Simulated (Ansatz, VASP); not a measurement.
**Al2O3: VASP beside Ansatz**

The input INCAR:

```
SYSTEM = Al2O3
ALGO = Normal ; EDIFF = 1E-7
ENCUT = 520 ; GGA = PE
ISIF = 2 ; ISMEAR = 0
LASPH = .TRUE. ; LCHARG = .TRUE.
LELF = .TRUE. ; LREAL = .FALSE.
LVHAR = .TRUE. ; LWAVE = .FALSE.
NBANDS = 20 ; NELM = 60
PREC = Accurate ; SIGMA = 0.1
```

File KPOINTS:

```
k-points
0
G
  4 4 6
  0 0 0
```

File POSCAR:

```
Al2O3
1.0
    4.3577205600      0.0000000000      0.0000000000
    0.0000000000      4.3577205600      0.0000000000
    0.0000000000      0.0000000000      3.6667896600
Al O
2 3
Direct
    0.0000000000      0.0000000000      0.5000000000
    0.5000000000      0.5000000000      0.0000000000
    0.0000000000      0.0000000000      0.0000000000
    0.0000000000      0.5000000000      0.4759434000
    0.5000000000      0.0000000000      0.5240566000
```

Input for Ansatz:

```yaml
crystal:
  lattice:
    - [4.35772056, 0.0, 0.0]
    - [0.0, 4.35772056, 0.0]
    - [0.0, 0.0, 3.66678966]
  atoms:
    - { symbol: Al, position: [0.0, 0.0, 0.5] }
    - { symbol: Al, position: [0.5, 0.5, 0.0] }
    - { symbol: O, position: [0.0, 0.0, 0.0] }
    - { symbol: O, position: [0.0, 0.5, 0.4759434] }
    - { symbol: O, position: [0.5, 0.0, 0.5240566] }
basis:
  ecutwfc: 420
kpoints:
  mp_grid: { grid: [4, 4, 6] }
hamiltonian:
  xc: pbe
scf:
  occupations: { method: gaussian, width: 0.1 }
  lower_state_search: "off"
output:
  forces: true
  stress: true
  eigenvalues: true
```

Alike in both runs: task single point; functional PBE; k mesh 4 × 4 × 6; occupations gaussian, width 0.1 eV; no spin polarisation.

|  | VASP | Ansatz |
| --- | --- | --- |
| version | VASP 6.6.1 | Ansatz 0.2.0 |
| potentials or method | VASP PAW PBE potentials, release 64 (Al, O), cutoff 520 eV | scalar-relativistic, plane waves, PAW |
| valence electrons in the cell | 24 | 24 |

|  | VASP | Ansatz | Ansatz less VASP |
| --- | --- | --- | --- |
| gap on the k mesh at the Fermi level (eV) | none | none | - |
| rms of the force components (eV/Å) | 0.026 | 0.026 | -0.0001 |

Atom by atom the forces differ by 0.000 eV/Å (rms over components). A gap of «none» marks a metal or a gap that the smearing closes. The functional is the same, so the differences come from potentials, cutoffs and numerics.

The k mesh is coarse, so the values compare programs but aren't converged.
